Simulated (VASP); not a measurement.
# ScAl7N8 (Cm) in VASP: further runs

The runs below take ScAl7N8 through single point, with PBEsol.

Program: VASP 6.6.1. These are calculated values, not measurements. Logs are shortened: lines on timing, memory, paths and dates and some standing lists are left out, and cuts for length are marked.

### Step 1. The cell of the first run

It takes space group Cm (No. 8, monoclinic). Conventional cell: a = 10.028 Å, b = 6.331 Å, c = 7.429 Å, α = 90.00°, β = 132.36°, γ = 90.00°. Sc (site symmetry m) has 4 N at 1.98 to 2.13 Å within 2.6 Å. Within 2.5 Å of Al (site symmetry 1) lie 4 N at 1.85 to 2.00 Å. Al (site symmetry m) has 4 N at 1.86 to 2.04 Å within 2.5 Å. Within 2.5 Å of Al (site symmetry 1) lie 4 N at 1.88 to 1.98 Å. Within 2.5 Å of Al (site symmetry m) lie 4 N at 1.89 to 1.98 Å. Al (site symmetry m) has 4 N at 1.88 to 2.01 Å within 2.5 Å. N (site symmetry m) has 3 Al at 1.88 Å and 1 Sc at 2.13 Å within 2.5 Å. N (site symmetry m) has 4 Al at 1.91 to 2.04 Å within 2.5 Å.

### Step 2. Single point, PBEsol (atoms displaced along a vibrational mode)

Contents of INCAR:

```
PREC     = Accurate       # precision mode
ENCUT    = 520            # plane-wave cutoff, eV
EDIFF    = 1E-7           # SCF threshold, eV
ISMEAR   = 0              # smearing method
SIGMA    = 0.01           # smearing width, eV
LREAL    = Auto         
LASPH    = T              # aspherical terms in the spheres
NELM     = 60             # most SCF steps
ALGO     = Normal         # electronic algorithm
ISIF     = 2              # what is computed and relaxed
LWAVE    = F              # write WAVECAR
LCHARG   = T              # write CHGCAR
GGA      = PS             # functional
LELF     = T              # ELF
LVHAR    = T            
NBANDS   = 50             # bands
```

Contents of KPOINTS:

```
Automatic mesh
0
Gamma
  6 6 6
```

Contents of POSCAR:

```
ScAl7N8
1.0
    3.1653429529     -0.0036621200      5.0137535171
    3.1653429529      0.0036621200     -5.0137535171
   -3.1653429529      5.4897408600     -0.0040008947
Sc Al N
1 7 8
Direct
    0.1596276969      0.1757465208      0.3353742161
    0.1644223883      0.1742424223      0.8338987336
    0.6609932558      0.6701037859      0.3310970402
    0.6596563128      0.6694763468      0.8338987336
    0.0796503305      0.5877977970      0.1637382513
    0.5759404528      0.0840879193      0.1637382513
    0.0775552005      0.5929157460      0.6704709480
    0.5822836211      0.0856873074      0.6679709300
    0.3718395462      0.9633521526      0.3351916974
    0.8648359973      0.4678026747      0.3326386705
    0.3628972752      0.9736286717      0.8326289270
    0.8590002568      0.4697316533      0.8326289270
    0.2841052724      0.3967346563      0.1576369255
    0.2820044741      0.4020884419      0.6840929176
    0.7609022677      0.8735316516      0.1576369255
    0.7822856517      0.8850722522      0.6673579054
```

Potentials or basis: VASP PAW PBE potentials, release 64 (Sc_sv, Al, N).

Command:

```
> cat potpaw_PBE.64/Sc_sv/POTCAR potpaw_PBE.64/Al/POTCAR potpaw_PBE.64/N/POTCAR > POTCAR
> mpirun -np 1 vasp_std > vasp.out
```

OUTCAR:

```text
PREC = Accurate
   ENCUT = 520
   EDIFF = 1E-7
   ISMEAR = 0
   LREAL = Auto
   LASPH = T
   NELM = 60
   ISIF = 2
   GGA = PS

 ion  position               nearest neighbor table
   1  0.160  0.176  0.335-  13 1.98  15 1.98  14 1.98   9 2.13   5 3.08   6 3.08   7 3.11   6 3.14
                             5 3.14   8 3.15   4 3.15   2 3.15   3 3.17   3 3.17   2 3.18   4 3.18
   2  0.164  0.174  0.834-  13 1.85  14 1.85  16 1.90  11 2.00   8 3.08   7 3.08   5 3.09   6 3.10
                             7 3.11   8 3.12   4 3.14   3 3.15   1 3.15   1 3.18   3 3.19   4 3.20
   3  0.661  0.670  0.331-  15 1.86  13 1.86  16 1.91  10 2.04   6 3.09   5 3.09   8 3.09   7 3.10
                             5 3.11   6 3.11   2 3.15   4 3.15   1 3.17   1 3.17   4 3.19   2 3.19
   4  0.660  0.669  0.834-  15 1.85  14 1.85  16 1.90  12 2.00   8 3.08   7 3.08   6 3.09   5 3.10
                             7 3.11   8 3.12   2 3.14   3 3.15   1 3.15   1 3.18   3 3.19   2 3.20
   5  0.080  0.588  0.164-   9 1.88  12 1.89  10 1.91  13 1.98   1 3.08   2 3.09   3 3.09   4 3.10
                             3 3.11   7 3.13   1 3.14   6 3.14   8 3.15   8 3.18   6 3.19   7 3.21
   6  0.576  0.084  0.164-   9 1.88  11 1.89  10 1.91  15 1.98   1 3.08   4 3.09   3 3.09   2 3.10
                             3 3.11   7 3.13   1 3.14   5 3.14   8 3.15   8 3.18   5 3.19   7 3.21
   7  0.078  0.593  0.670-  12 1.89  11 1.89  10 1.91  14 1.98   4 3.08   2 3.08   3 3.10   1 3.11
                             2 3.11   4 3.11   6 3.13   5 3.13   8 3.17   8 3.17   5 3.21   6 3.21
   8  0.582  0.086  0.668-   9 1.88  11 1.89  12 1.89  16 2.01   4 3.08   2 3.08   3 3.09   2 3.12
                             4 3.12   1 3.15   6 3.15   5 3.15   7 3.17   7 3.17   5 3.18   6 3.18
   9  0.372  0.963  0.335-   6 1.88   5 1.88   8 1.88   1 2.13
  10  0.865  0.468  0.333-   5 1.91   6 1.91   7 1.91   3 2.04
  11  0.363  0.974  0.833-   7 1.89   6 1.89   8 1.89   2 2.00
  12  0.859  0.470  0.833-   7 1.89   5 1.89   8 1.89   4 2.00
  13  0.284  0.397  0.158-   2 1.85   3 1.86   1 1.98   5 1.98
  14  0.282  0.402  0.684-   2 1.85   4 1.85   7 1.98   1 1.98
  15  0.761  0.874  0.158-   4 1.85   3 1.86   1 1.98   6 1.98
  16  0.782  0.885  0.667-   4 1.90   2 1.90   3 1.91   8 2.01

  LATTYP: Found a base centered monoclinic cell.
 ALAT       =    10.0275097091
 B/A-ratio  =     0.6313318151
 C/A-ratio  =     0.7408930550
 COS(beta)  =    -0.6737829789

  Lattice vectors:

 A1 = (   3.1653429529,   0.0036621200,  -5.0137535171)
 A2 = (  -3.1653429529,   0.0036621200,  -5.0137535171)
 A3 = (   0.0000000000,   5.4860787400,   5.0097526224)

Analysis of symmetry for initial positions (statically):
=====================================================================
 Subroutine PRICEL returns:
 Original cell was already a primitive cell.

 Routine SETGRP: Setting up the symmetry group for a
 base centered monoclinic supercell.

 Subroutine GETGRP returns: Found  2 space group operations
 (whereof  2 operations were pure point group operations)
 out of a pool of  4 trial point group operations.

The static configuration has the point symmetry C_1h.

Analysis of symmetry for dynamics (positions and initial velocities):
=====================================================================
 Subroutine PRICEL returns:
 Original cell was already a primitive cell.

 Routine SETGRP: Setting up the symmetry group for a
 base centered monoclinic supercell.

 Subroutine GETGRP returns: Found  2 space group operations
 (whereof  2 operations were pure point group operations)
 out of a pool of  4 trial point group operations.

The dynamic configuration has the point symmetry C_1h.

 Subroutine INISYM returns: Found  2 space group operations
 (whereof  2 operations are pure point group operations),
 and found     1 'primitive' translations

----------------------------------------------------------------------------------------

                                     Primitive cell

  volume of cell :     174.2470

  direct lattice vectors                    reciprocal lattice vectors
     3.165342953 -0.003662120  5.013753517     0.157960767  0.091151708  0.099792263
     3.165342953  0.003662120 -5.013753517     0.157960767  0.091006349 -0.099659212
    -3.165342953  5.489740860 -0.004000895     0.000000000  0.182158058  0.000133051

  length of vectors
     5.929345137  5.929345137  6.336928809     0.207891158  0.207763611  0.182158106

  position of ions in fractional coordinates (direct lattice)
     0.159627697  0.175746521  0.335374216
[... 45 lines left out ...]
  Cartesian coordinates                     Fractional coordinates (reciprocal lattice)
     0.026326794  0.015191951  0.016632044     0.166666667  0.000000000  0.000000000
     0.026326794  0.015167725 -0.016609869     0.000000000  0.166666667 -0.000000000
     0.000000000  0.030359676  0.000022175    -0.000000000  0.000000000  0.166666667

  Length of vectors
     0.034648526  0.034627268  0.030359684

  Shift w.r.t. Gamma in fractional coordinates (k-lattice)
     0.000000000  0.000000000  0.000000000

 Subroutine IBZKPT returns following result:
 ===========================================

 Found     68 irreducible k-points:

 Following reciprocal coordinates:
            Coordinates               Weight
  0.000000  0.000000  0.000000      1.000000
  0.166667  0.000000  0.000000      4.000000
  0.333333  0.000000 -0.000000      4.000000
  0.500000  0.000000  0.000000      2.000000
  0.000000  0.166667  0.000000      4.000000
  0.166667  0.166667  0.000000      4.000000
[... 16 lines left out ...]
  0.333333 -0.000000  0.166667      4.000000
  0.500000  0.000000  0.166667      4.000000
 [... further k-points ...]
   k-points           NKPTS =     68   k-points in BZ     NKDIM =     68   number of bands    NBANDS=     50
   number of dos      NEDOS =    301   number of ions     NIONS =     16
   total plane-waves  NPLWV = 110592
   dimension x,y,z NGX =    48 NGY =   48 NGZ =   48
   dimension x,y,z NGXF=    96 NGYF=   96 NGZF=   96
   ions per type =               1   7   8
   NGX,Y,Z   is equivalent  to a cutoff of  13.46, 13.46, 12.59 a.u.
   NGXF,Y,Z  is equivalent  to a cutoff of  26.92, 26.92, 25.19 a.u.
 SYSTEM =  unknown system
   PREC   = accura    normal or accurate (medium, high low for compatibility)
   ISTART =      0    job   : 0-new  1-cont  2-samecut
   ICHARG =      2    charge: 1-file 2-atom 10-const
   ISPIN  =      1    spin polarized calculation?
   LNONCOLLINEAR =      F non collinear calculations
   LSORBIT =      F    spin-orbit coupling
   LASPH  =      T    aspherical Exc in radial PAW
   ENCUT  =  520.0 eV  38.22 Ry    6.18 a.u.  11.02 11.02 11.78*2*pi/ulx,y,z
   NELM   =     60;   NELMIN=  2; NELMDL= -5     # of ELM steps
   EDIFF  = 0.1E-06   stopping-criterion for ELM
   LREAL  =      T    real-space projection
   EDIFFG = 0.1E-05   stopping-criterion for IOM
   NSW    =      0    number of steps for IOM
   IBRION =     -1    ionic relax: 0-MD 1-quasi-New 2-CG
   NFREE  =      0    steps in history (QN), initial steepest desc. (CG)
   ISIF   =      2    stress and relaxation
   ISYM   =      2    0-nonsym 1-usesym 2-fastsym
   POTIM  = 0.5000    time-step for ionic-motion
   TEBEG  =    0.0;   TEEND  =   0.0 temperature during run
   PSTRESS=    0.0 pullay stress
   NELECT =      72.0000    total number of electrons
   NUPDOWN=      -1.0000    fix difference up-down
   EMIN   =  10.00;   EMAX   =-10.00  energy-range for DOS
   EFERMI =   0.00;   METHOD = LEGACY
   ISMEAR =     0;   SIGMA  =   0.01  broadening in eV -4-tet -1-fermi 0-gaus
   EFERMI_NEDOS =   21; number of points for ismear=-14 and -15
   IALGO  =     38    algorithm
   IMIX   =      4    mixing-type and parameters
     AMIX     =   0.40;   BMIX     =  1.00
     AMIX_MAG =   1.60;   BMIX_MAG =  1.00
  volume/ion in A,a.u.               =      10.89        73.49
  Fermi-wavevector in a.u.,A,eV,Ry     =   1.219356  2.304249 20.229540  1.486829
  Thomas-Fermi vector in A             =   2.354611
   LORBIT       =      0    0 simple, 1 ext, 2 COOP (PROOUT), +10 PAW based schemes
   GGA     = PS    functional components
   LHFCALC =     F    Hartree Fock is set to
   AEXX    =    0.0000 exact exchange contribution
   IVDW    =     0    specifies the selected vdW correction
   LEPSILON=     F    determine dielectric tensor
   LRPA    =     F    only Hartree local field effects (RPA)
 non-spin polarized calculation
 Gauss-broadening in eV      SIGMA  =   0.01
  energy-cutoff  :      520.00
  volume of cell :      174.25
 maximum number of plane-waves:      4730
 NGX is ok and might be reduce to    48
   NGX = 23   NGY = 23   NGZ = 23

 number of electron      72.0000004 magnetization

 Free energy of the ion-electron system (eV)
  ---------------------------------------------------
  ext. energy  EPLUGINS =         0.00000000
  ---------------------------------------------------
  free energy    TOTEN  =      -127.27280530 eV

  energy without entropy =     -127.27280530  energy(sigma->0) =     -127.27280530

 E-fermi :   5.8909     XC(G=0): -11.0649

 val. band max:        5.7096138848   @ k =   0.0000   0.0000   0.0000
 cond. band min:       9.3725754968   @ k =   0.0000   0.0000   0.0000
 fundamental gap:      3.6629616121
 Fermi energy:         5.8909489527

 k-point     1 :       0.0000    0.0000    0.0000
  band No.  band energies     occupation
      1     -40.6656      2.00000
      2     -19.6525      2.00000
      3     -19.6436      2.00000
      4     -19.5968      2.00000
      5      -9.2527      2.00000
      6      -7.4274      2.00000
[... 1213 lines left out ...]
     47      13.3201      0.00000
     48      13.6875      0.00000

 [... further k-points ...]

 [bands above 48 left out]

------------------------ aborting loop because EDIFF is reached ----------------------------------------

  FORCE on cell =-STRESS in cart. coord.  units (eV):
  Direction    XX          YY          ZZ          XY          YZ          ZX
  --------------------------------------------------------------------------------------
  -------------------------------------------------------------------------------------
  Total        4.2325890      4.1818067     -6.7827714      0.0000000      0.0367956      0.0000000
  in kB       38.9180722     38.4511361    -62.3666478      0.0000000      0.3383306      0.0000000
  external PRESSURE =       5.0008535 kB  Pullay stress =       0.0000000 kB

 VOLUME and BASIS-vectors are now :
 -----------------------------------------------------------------------------
  energy-cutoff  :      520.00
  volume of cell :      174.25
      direct lattice vectors                 reciprocal lattice vectors
     3.165342953 -0.003662120  5.013753517     0.157960767  0.091151708  0.099792263
     3.165342953  0.003662120 -5.013753517     0.157960767  0.091006349 -0.099659212
    -3.165342953  5.489740860 -0.004000895     0.000000000  0.182158058  0.000133051

 POSITION                                       TOTAL-FORCE (eV/Angst)
 -----------------------------------------------------------------------------------
      0.00000      1.84118     -0.08216        -0.000000      0.003038      0.746994
     -1.56759      4.57792     -0.05257        -0.017137     -0.009326      0.797125
      3.16534      1.81767     -0.04700        -0.000000      0.020577      0.595707
      1.56759      4.57792     -0.05257         0.017137     -0.009326      0.797125
      1.59441      0.90074     -2.54838        -0.002108     -0.002670      0.833496
      1.57093      0.89708      2.46537         0.002108     -0.002670      0.833496
[... 8 lines left out ...]
      4.67457      0.86580     -0.56533        -0.451509     -0.253097     -0.924026
      3.16534      3.66400     -0.51802         0.000000     -0.014710     -0.723112
 -----------------------------------------------------------------------------------
    total drift:                               -0.000004      0.007621      0.009932

  FREE ENERGIE OF THE ION-ELECTRON SYSTEM (eV)
  ---------------------------------------------------
  free  energy   TOTEN  =      -127.2728052995 eV

  energy  without entropy=     -127.2728052995  energy(sigma->0) =     -127.27280530
```

It took 17 min on 1 thread of AMD EPYC 9R45 (Zen 5), shared host; peak memory 0.52 GiB.

What came out:

```
Free energy            : -127.2728 eV
Pressure               : 0.5 GPa
Largest force          : 1.105 eV/Å
Band gap on the k mesh : 3.66 eV
```

Forces on the atoms (eV/Å):
```
Sc   0.000  0.003  0.747
Al  -0.017 -0.009  0.797
Al   0.000  0.021  0.596
Al   0.017 -0.009  0.797
Al  -0.002 -0.003  0.833
Al   0.002 -0.003  0.833
Al   0.000  0.005  0.827
Al   0.000  0.007  0.786
N    0.000 -0.003 -0.488
N    0.000  0.008 -0.570
N   -0.008  0.000 -0.802
N    0.008  0.000 -0.802
N    0.452 -0.253 -0.924
N    0.000  0.504 -0.983
N   -0.452 -0.253 -0.924
N    0.000 -0.015 -0.723
```

Caveat: the cell differs from its parent crystal (atoms displaced along a vibrational mode); the PAW data sets were made with another functional, which shifts forces and pressure a little. A k mesh can miss the band edges.

### Step 3. Single point, PBEsol (atoms displaced along a vibrational mode)

Contents of INCAR:

```
PREC     = Accurate       # precision mode
ENCUT    = 520            # plane-wave cutoff, eV
EDIFF    = 1E-6           # SCF threshold, eV
ISMEAR   = 0              # smearing method
SIGMA    = 0.01           # smearing width, eV
LREAL    = Auto         
LASPH    = True           # aspherical terms in the spheres
NELM     = 60             # most SCF steps
ALGO     = Normal         # electronic algorithm
ISIF     = 2              # what is computed and relaxed
LWAVE    = False          # write WAVECAR
LCHARG   = False          # write CHGCAR
GGA      = PS             # functional
NBANDS   = 50             # bands
```

Contents of KPOINTS:

```
regular mesh
0
Gamma
  6 6 6
```

Contents of POSCAR:

```
ScAl7N8
1.0
    3.1653429529     -0.0036621200      5.0137535171
    3.1653429529      0.0036621200     -5.0137535171
   -3.1653429529      5.4897408600     -0.0040008947
Sc Al N
1 7 8
Direct
    0.1556639862      0.1793500765      0.3350140598
    0.1596125557      0.1781114072      0.8337989565
    0.6567885642      0.6747031184      0.3314916796
    0.6556875523      0.6741864039      0.8337989565
    0.0750943892      0.5922158322      0.1642550310
    0.5720391958      0.0891606388      0.1642550310
    0.0733689880      0.5964306138      0.6697996048
    0.5772629815      0.0904777819      0.6677407664
    0.3745443328      0.9603194204      0.3348637502
    0.8687767042      0.4639845562      0.3327612575
    0.3671801096      0.9687824361      0.8327532334
    0.8639708003      0.4655731268      0.8327532334
    0.2875866943      0.3907520693      0.1592304098
    0.2858566252      0.3951610692      0.6810176974
    0.7684783375      0.8716437125      0.1592304098
    0.7860881831      0.8811477365      0.6672359226
```

Potentials or basis: VASP PAW PBE potentials, release 64 (Sc_sv, Al, N).

Command:

```
> cat potpaw_PBE.64/Sc_sv/POTCAR potpaw_PBE.64/Al/POTCAR potpaw_PBE.64/N/POTCAR > POTCAR
> mpirun -np 1 vasp_std > vasp.out
```

Run time: 15 min. Hardware: 1 thread of AMD EPYC 9R45 (Zen 5), shared host; peak memory 0.52 GiB.

It converged, with:

- Free energy: -126.5324 eV
- Pressure: 1.9 GPa
- Largest force: 1.815 eV/Å
- Band gap on the k mesh: 3.36 eV

Forces in eV/Å, atoms in the order of the input:
```
Sc   0.000  0.003  1.205
Al  -0.007  0.004  1.171
Al   0.000  0.009  0.877
Al   0.007  0.004  1.171
Al  -0.011 -0.003  1.232
Al   0.011 -0.003  1.232
Al   0.000 -0.002  1.200
Al   0.000  0.007  1.188
N    0.000 -0.006 -0.792
N    0.000  0.021 -0.841
N   -0.019  0.000 -1.190
N    0.019  0.000 -1.190
N    0.962 -0.543 -1.365
N    0.000  1.079 -1.460
N   -0.962 -0.543 -1.365
N    0.000 -0.029 -1.073
```

Stress tensor (GPa, compression positive):
```
 7.82  0.00  0.00
 0.00  7.71  0.06
 0.00  0.06 -9.93
```

Levels at points of the mesh, in eV from the valence-band top:
```
           k point  band 34  band 35  band 36  band 37  band 38  band 39
(0.00, 0.00, 0.00)    -0.86    -0.82     0.00     3.36     4.17     4.48
(0.50, 0.00, 0.00)    -0.89    -0.70    -0.55     4.45     4.61     4.86
(0.00, 0.50, 0.00)    -0.88    -0.57    -0.53     4.33     4.60     4.94
(0.50, 0.50, 0.00)    -1.28    -0.93    -0.70     4.33     4.52     4.56
(0.00, 0.00, 0.50)    -0.59    -0.45    -0.37     4.68     4.73     4.90
(0.50, 0.50, 0.50)    -1.18    -0.87    -0.64     4.24     4.48     4.84
```

Caveat: the cell differs from its parent crystal (atoms displaced along a vibrational mode); the PAW data sets were made with another functional, which shifts forces and pressure a little. A k mesh can miss the band edges.
